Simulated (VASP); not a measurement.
Set up this calculation in VASP 6.6.1, as the native input.

```
Task                   : single point
Functional             : revPBE
Potentials or basis    : VASP PAW PBE potentials, release 64 (Pb_d, Se)
Cutoff                 : 520 eV
k mesh                 : 7 × 7 × 7
Occupations            : fermi-dirac, width 0.05 eV
Spin                   : no spin polarisation
Dipole correction      : no
Further INCAR settings : ALGO = Normal; EDIFF = 1e-06; NBANDS = 17
```

The structure of PbSe lies in POSCAR:

```
PbSe
1.0
    3.8171451711      0.0000000000      0.0000000000
    0.0000000000      3.8171451711      0.0000000000
    0.0000000000      0.0000000000      3.8171451711
Pb Se
1 1
Direct
    0.0000000000      0.0000000000      0.0000000000
    0.5000000000      0.5000000000      0.5000000000
```

These files were run (other wordings do the same):

INCAR

```
SYSTEM = PbSe
ALGO     = Normal         ! electronic algorithm
EDIFF    = 1E-6           ! SCF threshold, eV
ENCUT    = 520            ! plane-wave cutoff, eV
GGA      = RE             ! functional
ISIF     = 2              ! what is computed and relaxed
ISMEAR   = -1             ! smearing method
LASPH    = .TRUE.         ! aspherical terms in the spheres
LCHARG   = .FALSE.        ! write CHGCAR
LREAL    = .FALSE.        ! projectors in reciprocal space
LWAVE    = .FALSE.        ! write WAVECAR
NBANDS   = 17             ! bands
NELM     = 80             ! most SCF steps
PREC     = Accurate       ! precision mode
SIGMA    = 0.05           ! smearing width, eV
```

KPOINTS

```
k-points
0
G
  7 7 7
  0 0 0
```

Potentials or basis: VASP PAW PBE potentials, release 64 (Pb_d, Se).

Command:

```sh
$ cat potpaw_PBE.64/Pb_d/POTCAR potpaw_PBE.64/Se/POTCAR > POTCAR
$ mpirun -np 1 vasp_std > vasp.out
```

Results of the run:

* Pressure: 0.0 GPa
* Band gap on the k mesh: zero (band 10 reaches 5.12 eV, above the bottom of band 11 at 5.09 eV)

Caveat: the PAW data sets were made with another functional, which shifts forces and pressure a little; spin-orbit coupling is left out, which moves the levels of the heavy elements.

Run time: 8.7 s on 1 thread of Intel(R) Xeon(R) 6975P-C (Granite Rapids), on a shared host, peak memory 0.16 GiB.
